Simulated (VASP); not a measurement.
Ba, 1 atom in the cell. Symmetry: Cmmm, No. 65, orthorhombic system. Conventional cell: a = 3.910 Å, b = 7.008 Å, c = 5.700 Å, α = 90.00°, β = 90.00°, γ = 90.00°. Ba (site symmetry mmm) has 6 Ba at 3.91 to 4.01 Å within 5.1 Å.  This cell differs from its parent crystal: strain -0.0400 x Voigt [0, 1, 0, 0, 0, 0].

```yaml
Program: VASP 6.6.1
Task: single point
Functional: PBEsol
Potentials_or_basis: VASP PAW PBE potentials, release 64 (Ba_sv)
Cutoff: 520 eV
k_mesh: 14 × 14 × 8
Occupations: gaussian, width 0.15 eV
Spin: no spin polarisation
Dipole_correction: no
Further_INCAR_settings: ALGO = Fast; EDIFF = 1e-07; NBANDS = 11
```

Potentials or basis: VASP PAW PBE potentials, release 64 (Ba_sv).

Run with:

```sh
$ cat potpaw_PBE.64/Ba_sv/POTCAR > POTCAR
$ mpirun -np 1 vasp_std > vasp.out
```

Hardware: 1 thread of AMD EPYC 7R43 64-Core Processor (Zen 3), on a shared host.

**Question.** Estimate the wall time of this run.

**Answer.** It took 4.1 min on 1 thread of AMD EPYC 7R43 64-Core Processor (Zen 3), with other jobs on the host, peak memory 0.34 GiB. Counts: scf iterations 14, k points 285.
